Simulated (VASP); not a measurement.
# BiW (P6_3/mmc) in VASP: a series of runs

The runs below take BiW through single point, with PBE.

Program: VASP 6.6.1. These are calculated values, not measurements. Logs are shortened: lines on timing, memory, paths and dates and some standing lists are left out, and cuts for length are marked.

## (1) The cell of the first run

Symmetry: P6_3/mmc, No. 194, hexagonal system. Conventional cell: a = 4.514 Å, b = 4.514 Å, c = 5.115 Å, α = 90.00°, β = 90.00°, γ = 120.00°. Within 3.4 Å of W (site symmetry -3m) lie 2 W at 2.56 Å and 6 Bi at 2.90 Å. Within 3.8 Å of Bi (site symmetry -6m2) lie 6 W at 2.90 Å and 6 Bi at 3.65 Å.

## (2) Single point, PBE (volume scaled by 0.945)

INCAR reads:

```
SYSTEM = BiW
ALGO = Fast ; EDIFF = 1E-6
ENCUT = 520 ; GGA = PE
ISIF = 2 ; ISMEAR = 0
LASPH = .True. ; LCHARG = .False.
LREAL = .False. ; LWAVE = .False.
NBANDS = 37 ; NELM = 60
PREC = Accurate ; SIGMA = 0.05
```

KPOINTS reads:

```
k-points
0
Gamma
  10 10 6
  0 0 0
```

POSCAR reads:

```
BiW
1.0
    4.5136611598      0.0000000000      0.0000000000
   -2.2568305799      3.9089452285      0.0000000000
    0.0000000000      0.0000000000      5.1152910312
W Bi
2 2
Direct
    0.0000000000      0.0000000000      0.0000000000
    0.0000000000      0.0000000000      0.5000000000
    0.3333333333      0.6666666667      0.2500000000
    0.6666666667      0.3333333333      0.7500000000
```

Potentials or basis: VASP PAW PBE potentials, release 64 (W_sv, Bi_d).

Started as:

```bash
$ cat potpaw_PBE.64/W_sv/POTCAR potpaw_PBE.64/Bi_d/POTCAR > POTCAR
$ mpirun -np 1 vasp_std > vasp.out
```

OUTCAR:

```text
SYSTEM = BiW
   EDIFF = 1E-6
   ENCUT = 520
   GGA = PE
   ISIF = 2
   ISMEAR = 0
   LASPH = .True.
   LREAL = .False.
   NELM = 60
   PREC = Accurate

 ion  position               nearest neighbor table
   1  0.000  0.000  0.000-   2 2.56   2 2.56   4 2.90   3 2.90   4 2.90   3 2.90   4 2.90   3 2.90

   2  0.000  0.000  0.500-   1 2.56   1 2.56   4 2.90   3 2.90   4 2.90   3 2.90   4 2.90   3 2.90

   3  0.333  0.667  0.250-   1 2.90   2 2.90   1 2.90   2 2.90   1 2.90   2 2.90   4 3.65   4 3.65
                             4 3.65   4 3.65   4 3.65   4 3.65
   4  0.667  0.333  0.750-   1 2.90   2 2.90   1 2.90   2 2.90   1 2.90   2 2.90   3 3.65   3 3.65
                             3 3.65   3 3.65   3 3.65   3 3.65

  LATTYP: Found a hexagonal cell.
 ALAT       =     4.5136611598
 C/A-ratio  =     1.1332908808

  Lattice vectors:

 A1 = (   4.5136611598,   0.0000000000,   0.0000000000)
 A2 = (  -2.2568305799,   3.9089452285,   0.0000000000)
 A3 = (   0.0000000000,   0.0000000000,   5.1152910312)

Analysis of symmetry for initial positions (statically):
=====================================================================
 Subroutine PRICEL returns:
 Original cell was already a primitive cell.

 Routine SETGRP: Setting up the symmetry group for a
 hexagonal supercell.

 Subroutine GETGRP returns: Found 24 space group operations
 (whereof 12 operations were pure point group operations)
 out of a pool of 24 trial point group operations.

The static configuration has the point symmetry D_3d.
 The point group associated with its full space group is D_6h.

Analysis of symmetry for dynamics (positions and initial velocities):
=====================================================================
 Subroutine PRICEL returns:
 Original cell was already a primitive cell.

 Routine SETGRP: Setting up the symmetry group for a
 hexagonal supercell.

 Subroutine GETGRP returns: Found 24 space group operations
 (whereof 12 operations were pure point group operations)
 out of a pool of 24 trial point group operations.

The dynamic configuration has the point symmetry D_3d.
 The point group associated with its full space group is D_6h.

 Subroutine INISYM returns: Found 24 space group operations
 (whereof 12 operations are pure point group operations),
 and found     1 'primitive' translations

----------------------------------------------------------------------------------------

                                     Primitive cell

  volume of cell :      90.2524

  direct lattice vectors                    reciprocal lattice vectors
     4.513661160  0.000000000  0.000000000     0.221549639  0.127911744  0.000000000
    -2.256830580  3.908945228  0.000000000     0.000000000  0.255823487  0.000000000
     0.000000000  0.000000000  5.115291031     0.000000000  0.000000000  0.195492298

  length of vectors
     4.513661160  4.513661160  5.115291031     0.255823487  0.255823487  0.195492298

  position of ions in fractional coordinates (direct lattice)
     0.000000000  0.000000000  0.000000000
     0.000000000  0.000000000  0.500000000
     0.333333333  0.666666667  0.250000000
     0.666666667  0.333333333  0.750000000

  ion indices of the primitive-cell ions
   primitive index   ion index
                 1           1
                 2           2
                 3           3
                 4           4

----------------------------------------------------------------------------------------

 KPOINTS: k-points

Automatic generation of k-mesh.
 Grid dimensions read from file:
 generate k-points for:   10   10    6

 Generating k-lattice:

  Cartesian coordinates                     Fractional coordinates (reciprocal lattice)
     0.022154964  0.012791174  0.000000000     0.100000000  0.000000000  0.000000000
     0.000000000  0.025582349  0.000000000     0.000000000  0.100000000  0.000000000
     0.000000000  0.000000000  0.032582050     0.000000000  0.000000000  0.166666667

  Length of vectors
     0.025582349  0.025582349  0.032582050

  Shift w.r.t. Gamma in fractional coordinates (k-lattice)
     0.000000000  0.000000000  0.000000000

 Subroutine IBZKPT returns following result:
 ===========================================

 Found     56 irreducible k-points:

 Following reciprocal coordinates:
            Coordinates               Weight
  0.000000  0.000000  0.000000      1.000000
  0.100000  0.000000  0.000000      6.000000
  0.200000  0.000000  0.000000      6.000000
  0.300000  0.000000  0.000000      6.000000
  0.400000  0.000000  0.000000      6.000000
  0.500000  0.000000  0.000000      3.000000
[... 16 lines left out ...]
  0.300000  0.100000  0.166667     24.000000
  0.400000  0.100000  0.166667     24.000000
 [... further k-points ...]
   k-points           NKPTS =     56   k-points in BZ     NKDIM =     56   number of bands    NBANDS=     37
   number of dos      NEDOS =    301   number of ions     NIONS =      4
   total plane-waves  NPLWV =  51840
   dimension x,y,z NGX =    36 NGY =   36 NGZ =   40
   dimension x,y,z NGXF=    72 NGYF=   72 NGZF=   80
   ions per type =               2   2
   NGX,Y,Z   is equivalent  to a cutoff of  13.26, 13.26, 13.00 a.u.
   NGXF,Y,Z  is equivalent  to a cutoff of  26.52, 26.52, 26.00 a.u.
 SYSTEM =  BiW
   PREC   = accura    normal or accurate (medium, high low for compatibility)
   ISTART =      0    job   : 0-new  1-cont  2-samecut
   ICHARG =      2    charge: 1-file 2-atom 10-const
   ISPIN  =      1    spin polarized calculation?
   LNONCOLLINEAR =      F non collinear calculations
   LSORBIT =      F    spin-orbit coupling
   LASPH  =      T    aspherical Exc in radial PAW
   ENCUT  =  520.0 eV  38.22 Ry    6.18 a.u.   8.39  8.39  9.51*2*pi/ulx,y,z
   NELM   =     60;   NELMIN=  2; NELMDL= -5     # of ELM steps
   EDIFF  = 0.1E-05   stopping-criterion for ELM
   LREAL  =      F    real-space projection
   EDIFFG = 0.1E-04   stopping-criterion for IOM
   NSW    =      0    number of steps for IOM
   IBRION =     -1    ionic relax: 0-MD 1-quasi-New 2-CG
   NFREE  =      0    steps in history (QN), initial steepest desc. (CG)
   ISIF   =      2    stress and relaxation
   ISYM   =      2    0-nonsym 1-usesym 2-fastsym
   POTIM  = 0.5000    time-step for ionic-motion
   TEBEG  =    0.0;   TEEND  =   0.0 temperature during run
   PSTRESS=    0.0 pullay stress
   NELECT =      58.0000    total number of electrons
   NUPDOWN=      -1.0000    fix difference up-down
   EMIN   =  10.00;   EMAX   =-10.00  energy-range for DOS
   EFERMI =   0.00;   METHOD = LEGACY
   ISMEAR =     0;   SIGMA  =   0.05  broadening in eV -4-tet -1-fermi 0-gaus
   EFERMI_NEDOS =   21; number of points for ismear=-14 and -15
   IALGO  =     68    algorithm
   IMIX   =      4    mixing-type and parameters
     AMIX     =   0.40;   BMIX     =  1.00
     AMIX_MAG =   1.60;   BMIX_MAG =  1.00
  volume/ion in A,a.u.               =      22.56       152.26
  Fermi-wavevector in a.u.,A,eV,Ry     =   1.412747  2.669706 27.155261  1.995855
  Thomas-Fermi vector in A             =   2.534464
   LORBIT       =      0    0 simple, 1 ext, 2 COOP (PROOUT), +10 PAW based schemes
   GGA     = PE    functional components
   LHFCALC =     F    Hartree Fock is set to
   AEXX    =    0.0000 exact exchange contribution
   IVDW    =     0    specifies the selected vdW correction
   LEPSILON=     F    determine dielectric tensor
   LRPA    =     F    only Hartree local field effects (RPA)
 non-spin polarized calculation
 RMM-DIIS sequential band-by-band and
 Gauss-broadening in eV      SIGMA  =   0.05
  energy-cutoff  :      520.00
  volume of cell :       90.25
 maximum number of plane-waves:      2473
 NGX is ok and might be reduce to    36
   NGX = 17   NGY = 17   NGZ = 19

 number of electron      57.9999998 magnetization

 Free energy of the ion-electron system (eV)
  ---------------------------------------------------
  ext. energy  EPLUGINS =         0.00000000
  ---------------------------------------------------
  free energy    TOTEN  =       -29.61326607 eV

  energy without entropy =      -29.60972055  energy(sigma->0) =      -29.61149331

 E-fermi :   9.1595     XC(G=0): -11.5962

 val. band max:        9.1580918176   @ k =   0.5000   0.0000   0.5000
 cond. band min:       9.1645686217   @ k =   0.0000   0.0000   0.3333
 fundamental gap:      0.0064768040
 Fermi energy:         9.1595227542

 k-point     1 :       0.0000    0.0000    0.0000
  band No.  band energies     occupation
      1     -64.5208      2.00000
      2     -64.3860      2.00000
      3     -29.4922      2.00000
      4     -28.8462      2.00000
      5     -28.8462      2.00000
      6     -28.6513      2.00000
[... 29 lines left out ...]
     36      15.0310      0.00000
     37      15.0336      0.00000

 k-point     2 :       0.1000    0.0000    0.0000
  band No.  band energies     occupation
      1     -64.5207      2.00000
      2     -64.3860      2.00000
      3     -29.4920      2.00000
      4     -28.8468      2.00000
      5     -28.8462      2.00000
      6     -28.6516      2.00000
[... 29 lines left out ...]
     36      14.3557      0.00000
     37      14.5046      0.00000

 k-point     3 :       0.2000    0.0000    0.0000
  band No.  band energies     occupation
      1     -64.5207      2.00000
      2     -64.3860      2.00000
      3     -29.4916      2.00000
      4     -28.8485      2.00000
      5     -28.8463      2.00000
      6     -28.6523      2.00000
[... 29 lines left out ...]
     36      14.0455      0.00000
     37      14.3489      0.00000
[... 761 lines left out ...]
 k-point    23 :       0.3000    0.1000    0.1667
  band No.  band energies     occupation
      1     -64.5117      2.00000
      2     -64.3951      2.00000
      3     -29.3925      2.00000
      4     -28.8382      2.00000
      5     -28.8340      2.00000
      6     -28.6672      2.00000
[... 29 lines left out ...]
     36      14.3356      0.00000
     37      15.1937      0.00000

 k-point    24 :       0.4000    0.1000    0.1667
  band No.  band energies     occupation
      1     -64.5117      2.00000
      2     -64.3951      2.00000
      3     -29.3923      2.00000
      4     -28.8392      2.00000
      5     -28.8342      2.00000
      6     -28.6677      2.00000
[... 29 lines left out ...]
     36      14.4436      0.00000
     37      15.4454      0.00000

 [... further k-points ...]

------------------------ aborting loop because EDIFF is reached ----------------------------------------

  FORCE on cell =-STRESS in cart. coord.  units (eV):
  Direction    XX          YY          ZZ          XY          YZ          ZX
  --------------------------------------------------------------------------------------
  -------------------------------------------------------------------------------------
  Total        4.0597350      4.0597350      4.2369240      0.0000000      0.0000000      0.0000000
  in kB       72.0691475     72.0691475     75.2146387      0.0000000      0.0000000      0.0000000
  external PRESSURE =      73.1176446 kB  Pullay stress =       0.0000000 kB

 VOLUME and BASIS-vectors are now :
 -----------------------------------------------------------------------------
  energy-cutoff  :      520.00
  volume of cell :       90.25
      direct lattice vectors                 reciprocal lattice vectors
     4.513661160  0.000000000  0.000000000     0.221549639  0.127911744  0.000000000
    -2.256830580  3.908945228  0.000000000     0.000000000  0.255823487  0.000000000
     0.000000000  0.000000000  5.115291031     0.000000000  0.000000000  0.195492298

 POSITION                                       TOTAL-FORCE (eV/Angst)
 -----------------------------------------------------------------------------------
      0.00000      0.00000      0.00000         0.000000      0.000000      0.000000
      0.00000      0.00000      2.55765         0.000000      0.000000      0.000000
     -0.00000      2.60596      1.27882        -0.000000      0.000000      0.000000
      2.25683      1.30298      3.83647         0.000000     -0.000000     -0.000000
 -----------------------------------------------------------------------------------
    total drift:                               -0.000000      0.000000     -0.000000

  FREE ENERGIE OF THE ION-ELECTRON SYSTEM (eV)
  ---------------------------------------------------
  free  energy   TOTEN  =       -29.6132660701 eV

  energy  without entropy=      -29.6097205459  energy(sigma->0) =      -29.61149331
```

Run time: 76 s. Hardware: 1 thread of Intel Xeon 6975P-C (Granite Rapids), shared host; peak memory 0.31 GiB.

Results:

| Quantity | Value |
| --- | --- |
| Free energy | -29.6133 eV |
| Pressure | 7.3 GPa |
| Band gap on the k mesh | zero (band 29 reaches 10.09 eV, above the bottom of band 30 at 8.56 eV) |

Levels at points of the mesh, in eV from the Fermi level:
```csv
k point,band 27,band 28,band 29,band 30,band 31,band 32
"(0.00, 0.00, 0.00)",0.22,0.22,0.45,0.45,2.53,3.12
"(0.50, 0.00, 0.00)",-1.55,-1.54,-0.87,0.67,0.80,1.33
"(0.00, 0.00, 0.50)",-0.60,-0.60,-0.60,-0.60,-0.10,-0.10
"(0.50, 0.00, 0.50)",-0.03,-0.03,0.00,0.00,0.06,0.06
```

Caveat: spin-orbit coupling is left out, which moves the levels of the heavy elements.

## (3) Single point, PBE (volume scaled by 0.960)

INCAR reads:

```
SYSTEM = BiW
PREC = Accurate ; ENCUT = 520
EDIFF = 1E-6 ; ISMEAR = 0
SIGMA = 0.05 ; LREAL = .False.
LASPH = .True. ; NELM = 60
ALGO = Fast ; ISIF = 2
LWAVE = .False. ; LCHARG = .False.
GGA = PE ; NBANDS = 37
```

KPOINTS reads:

```
regular mesh
0
Gamma
  10 10 6
  0 0 0
```

POSCAR reads:

```
BiW
1.0
    4.5441733351      0.0000000000      0.0000000000
   -2.2720866675      3.9353695474      0.0000000000
    0.0000000000      0.0000000000      5.1269360609
W Bi
2 2
Direct
    0.0000000000      0.0000000000      0.0000000000
    0.0000000000      0.0000000000      0.5000000000
    0.3333333333      0.6666666667      0.2500000000
    0.6666666667      0.3333333333      0.7500000000
```

Potentials or basis: VASP PAW PBE potentials, release 64 (W_sv, Bi_d).

Started as:

```bash
$ cat potpaw_PBE.64/W_sv/POTCAR potpaw_PBE.64/Bi_d/POTCAR > POTCAR
$ mpirun -np 1 vasp_std > vasp.out
```

OUTCAR:

```text
SYSTEM = BiW
   PREC = Accurate
   ENCUT = 520
   EDIFF = 1E-6
   ISMEAR = 0
   LREAL = .False.
   LASPH = .True.
   NELM = 60
   ISIF = 2
   GGA = PE

 ion  position               nearest neighbor table
   1  0.000  0.000  0.000-   2 2.56   2 2.56   4 2.92   3 2.92   3 2.92   4 2.92   4 2.92   3 2.92

   2  0.000  0.000  0.500-   1 2.56   1 2.56   4 2.92   3 2.92   3 2.92   4 2.92   4 2.92   3 2.92

   3  0.333  0.667  0.250-   1 2.92   2 2.92   1 2.92   2 2.92   1 2.92   2 2.92   4 3.67   4 3.67
                             4 3.67   4 3.67   4 3.67   4 3.67
   4  0.667  0.333  0.750-   1 2.92   2 2.92   1 2.92   2 2.92   1 2.92   2 2.92   3 3.67   3 3.67
                             3 3.67   3 3.67   3 3.67   3 3.67

  LATTYP: Found a hexagonal cell.
 ALAT       =     4.5441733351
 C/A-ratio  =     1.1282439473

  Lattice vectors:

 A1 = (   4.5441733351,   0.0000000000,   0.0000000000)
 A2 = (  -2.2720866675,   3.9353695474,   0.0000000000)
 A3 = (   0.0000000000,   0.0000000000,   5.1269360609)

Analysis of symmetry for initial positions (statically):
=====================================================================
 Subroutine PRICEL returns:
[... 175 lines left out ...]
  free energy    TOTEN  =       -29.66862321 eV

  energy without entropy =      -29.66494750  energy(sigma->0) =      -29.66678536

 E-fermi :   8.9508     XC(G=0): -11.5137

 val. band max:        8.9388551162   @ k =   0.3000   0.2000   0.5000
 cond. band min:       8.9555282546   @ k =   0.5000   0.0000   0.5000
 fundamental gap:      0.0166731383
 Fermi energy:         8.9507675410

 k-point     1 :       0.0000    0.0000    0.0000
  band No.  band energies     occupation
      1     -64.7523      2.00000
      2     -64.6214      2.00000
      3     -29.6947      2.00000
      4     -29.0695      2.00000
      5     -29.0695      2.00000
      6     -28.8797      2.00000
[... 949 lines left out ...]
     36      14.1658      0.00000
     37      15.1392      0.00000

 [... further k-points ...]
[... 5 lines left out ...]
  --------------------------------------------------------------------------------------
  -------------------------------------------------------------------------------------
  Total        2.8448733      2.8448733      3.0158709      0.0000000      0.0000000      0.0000000
  in kB       49.7135981     49.7135981     52.7017470      0.0000000      0.0000000      0.0000000
  external PRESSURE =      50.7096478 kB  Pullay stress =       0.0000000 kB

 VOLUME and BASIS-vectors are now :
 -----------------------------------------------------------------------------
  energy-cutoff  :      520.00
  volume of cell :       91.69
      direct lattice vectors                 reciprocal lattice vectors
     4.544173335  0.000000000  0.000000000     0.220062028  0.127052871  0.000000000
    -2.272086667  3.935369547  0.000000000     0.000000000  0.254105742  0.000000000
     0.000000000  0.000000000  5.126936061     0.000000000  0.000000000  0.195048268

 POSITION                                       TOTAL-FORCE (eV/Angst)
 -----------------------------------------------------------------------------------
      0.00000      0.00000      0.00000         0.000000      0.000000      0.000000
      0.00000      0.00000      2.56347         0.000000      0.000000      0.000000
     -0.00000      2.62358      1.28173        -0.000000     -0.000000      0.000000
      2.27209      1.31179      3.84520         0.000000      0.000000     -0.000000
 -----------------------------------------------------------------------------------
    total drift:                               -0.000000      0.000000     -0.000000

  FREE ENERGIE OF THE ION-ELECTRON SYSTEM (eV)
  ---------------------------------------------------
  free  energy   TOTEN  =       -29.6686232087 eV

  energy  without entropy=      -29.6649475035  energy(sigma->0) =      -29.66678536
```

OSZICAR:

```text
N       E                     dE             d eps       ncg     rms          rms(c)
DAV:   1     0.713049290086E+03    0.71305E+03   -0.31251E+04  4232   0.197E+03
DAV:   2     0.343543882064E+02   -0.67869E+03   -0.66484E+03  4183   0.572E+02
DAV:   3    -0.276474479888E+02   -0.62002E+02   -0.59895E+02  4916   0.176E+02
DAV:   4    -0.304107478352E+02   -0.27633E+01   -0.27203E+01  5202   0.360E+01
DAV:   5    -0.305101068025E+02   -0.99359E-01   -0.99277E-01  5595   0.673E+00    0.215E+01
RMM:   6    -0.298039238478E+02    0.70618E+00   -0.12099E+00  4726   0.611E+00    0.924E+00
RMM:   7    -0.296649593202E+02    0.13896E+00   -0.50401E-01  5172   0.479E+00    0.161E+00
RMM:   8    -0.296684536712E+02   -0.34944E-02   -0.98672E-02  5889   0.181E+00    0.377E-01
RMM:   9    -0.296681247706E+02    0.32890E-03   -0.15671E-02  5581   0.100E+00    0.137E-01
RMM:  10    -0.296685653150E+02   -0.44054E-03   -0.59631E-03  6967   0.474E-01    0.123E-01
RMM:  11    -0.296686179428E+02   -0.52628E-04   -0.58845E-04  6033   0.142E-01    0.155E-02
RMM:  12    -0.296686264679E+02   -0.85252E-05   -0.11373E-04  6859   0.638E-02    0.162E-02
RMM:  13    -0.296686233061E+02    0.31618E-05   -0.16606E-05  5548   0.312E-02    0.485E-03
RMM:  14    -0.296686232087E+02    0.97355E-07   -0.50440E-06  4201   0.146E-02
   1 F= -.29668623E+02 E0= -.29666785E+02  d E =-.367571E-02
```

Run time: 79 s. Hardware: 1 thread of Intel Xeon 6975P-C (Granite Rapids), shared host; peak memory 0.32 GiB.

What came out:

* Free energy: -29.6686 eV
* Pressure: 5.1 GPa
* Band gap on the k mesh: zero (band 29 reaches 9.86 eV, above the bottom of band 30 at 8.36 eV)

Caveat: spin-orbit coupling is left out, which moves the levels of the heavy elements.
